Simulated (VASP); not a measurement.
Wanted: the native input for a VASP 6.6.1 run.

```
Task                   : single point
Functional             : LDA
Potentials or basis    : VASP PAW LDA potentials, release 64 (Li_sv, Cl)
Cutoff                 : 520 eV
k mesh                 : 8 × 8 × 8
Occupations            : gaussian, width 0.05 eV
Spin                   : no spin polarisation
Dipole correction      : no
Further INCAR settings : ALGO = Normal; EDIFF = 1e-06; NBANDS = 12
```

The structure of LiCl lies in POSCAR:

```
LiCl
1.0
    0.0384714000      2.5647600000      2.5647600000
    2.6032314000      0.0000000000      2.6032314000
    2.5647600000      2.5647600000      0.0384714000
Li Cl
1 1
Direct
    0.0000000000      0.0000000000      0.0000000000
    0.5000000000      0.5000000000      0.5000000000
```

This cell differs from its parent crystal: strain +0.0300 x Voigt [0, 0, 0, 0, 1, 0].

The input as run:

INCAR

```
SYSTEM = LiCl
ALGO     = Normal         ! electronic algorithm
EDIFF    = 1E-6           ! SCF threshold, eV
ENCUT    = 520            ! plane-wave cutoff, eV
ISIF     = 2              ! what is computed and relaxed
ISMEAR   = 0              ! smearing method
LASPH    = .True.         ! aspherical terms in the spheres
LCHARG   = .False.        ! write CHGCAR
LREAL    = .False.        ! projectors in reciprocal space
LWAVE    = .False.        ! write WAVECAR
NBANDS   = 12             ! bands
NELM     = 80             ! most SCF steps
PREC     = Accurate       ! precision mode
SIGMA    = 0.05           ! smearing width, eV
```

KPOINTS

```
k-points
0
Gamma
  8 8 8
  0 0 0
```

Potentials or basis: VASP PAW LDA potentials, release 64 (Li_sv, Cl).

Command:

```sh
$ cat potpaw_LDA.64/Li_sv/POTCAR potpaw_LDA.64/Cl/POTCAR > POTCAR
$ mpirun -np 1 vasp_std > vasp.out
```

It gave:

| Quantity | Value |
| --- | --- |
| Band gap on the k mesh | 5.91 eV, direct |

Caveat: the cell differs from its parent crystal (strain +0.0300 x Voigt [0, 0, 0, 0, 1, 0]).

Wall time 17 s on 1 thread of Intel(R) Xeon(R) Platinum 8488C (Sapphire Rapids), with other jobs on the host, peak memory 0.15 GiB.
